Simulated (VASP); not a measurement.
Here is a VASP 6.6.1 calculation.

File INCAR:

```
SYSTEM = TePb
PREC = Accurate ; ENCUT = 520
EDIFF = 1E-7 ; ISMEAR = 0
SIGMA = 0.02 ; LREAL = .FALSE.
LASPH = .TRUE. ; NELM = 100
ALGO = Normal ; ISIF = 2
LWAVE = .FALSE. ; LCHARG = .TRUE.
GGA = PE ; LELF = .TRUE.
LVHAR = .TRUE. ; NBANDS = 17
```

File KPOINTS:

```
Automatic mesh
0
G
  7 7 7
  0 0 0
```

Contents of POSCAR:

```
TePb
1.0
    4.0022870000      0.0000000000      0.0000000000
    0.0000000000      4.0022870000      0.0000000000
    0.0000000000      0.0000000000      4.0022870000
Pb Te
1 1
Direct
    0.0000000000      0.0000000000      0.0000000000
    0.5000000000      0.5000000000      0.5000000000
```

Potentials or basis: VASP PAW PBE potentials, release 64 (Pb_d, Te).

Launch:

```sh
$ cat potpaw_PBE.64/Pb_d/POTCAR potpaw_PBE.64/Te/POTCAR > POTCAR
$ mpirun -np 1 vasp_std > vasp.out
```

Question: Estimate the pressure.

Answer: 0.0 GPa.

Question: Predict the band gap on the k mesh.

Answer: Zero (band 10 reaches 6.57 eV, above the bottom of band 11 at 5.77 eV).

Caveat: spin-orbit coupling is left out, which moves the levels of the heavy elements.
